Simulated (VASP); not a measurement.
Set up this calculation in VASP 6.6.1, as the native input.

- Task: single point
- Functional: PBEsol
- Potentials or basis: VASP PAW PBE potentials, release 64 (Zr_sv, Si)
- Cutoff: 520 eV
- k mesh: 6 × 6 × 12
- Occupations: gaussian, width 0.15 eV
- Spin: no spin polarisation
- Dipole correction: no
- Further INCAR settings: ALGO = Fast; EDIFF = 1e-07; NBANDS = 55

The structure of Zr3Si2 lies in POSCAR:

```
Zr3Si2
1.0
    7.0655778226      0.0000000000      0.0000000000
    0.0000000000      7.0655778226      0.0000000000
    0.0000000000      0.0000000000      3.6444907344
Zr Si
6 4
Direct
    0.1744786440      0.6744786440      0.5000000000
    0.8255213560      0.3255213560      0.5000000000
    0.3255213560      0.1744786440      0.5000000000
    0.6744786440      0.8255213560      0.5000000000
    0.0000000000      0.0000000000      0.0000000000
    0.5000000000      0.5000000000      0.0000000000
    0.6223900172      0.1223900172      0.0034298345
    0.3776099828      0.8776099828      0.0034298345
    0.8776099828      0.6223900172      0.0034298345
    0.1223900172      0.3776099828      0.0034298345
```

This cell differs from its parent crystal: all Si atoms moved +0.013 Å, as atom 7 along Cartesian [0 0 1].

These files were run (other wordings do the same):

INCAR

```
PREC     = Accurate       # precision mode
ENCUT    = 520            # plane-wave cutoff, eV
EDIFF    = 1E-7           # SCF threshold, eV
ISMEAR   = 0              # smearing method
SIGMA    = 0.15           # smearing width, eV
LREAL    = False          # projectors in reciprocal space
LASPH    = True           # aspherical terms in the spheres
NELM     = 80             # most SCF steps
ALGO     = Fast           # electronic algorithm
ISIF     = 2              # what is computed and relaxed
LWAVE    = False          # write WAVECAR
LCHARG   = False          # write CHGCAR
GGA      = PS             # functional
NBANDS   = 55             # bands
```

KPOINTS

```
regular mesh
0
Gamma
  6 6 12
```

Potentials or basis: VASP PAW PBE potentials, release 64 (Zr_sv, Si).

Launch:

```sh
$ cat potpaw_PBE.64/Zr_sv/POTCAR potpaw_PBE.64/Si/POTCAR > POTCAR
$ mpirun -np 1 vasp_std > vasp.out
```

It gave:

```json
{"Pressure": "0.2 GPa", "Largest force": "0.106 eV/Å", "Band gap on the k mesh": "zero (bands 44 and 45 overlap by 1.25 eV)"}
```

Caveat: the cell differs from its parent crystal (all Si atoms moved +0.013 Å, as atom 7 along Cartesian [0 0 1]); the PAW data sets were made with another functional, which shifts forces and pressure a little.

Run time: 14 min on 1 thread of Intel(R) Xeon(R) 6975P-C (Granite Rapids), on a shared host, peak memory 0.61 GiB.
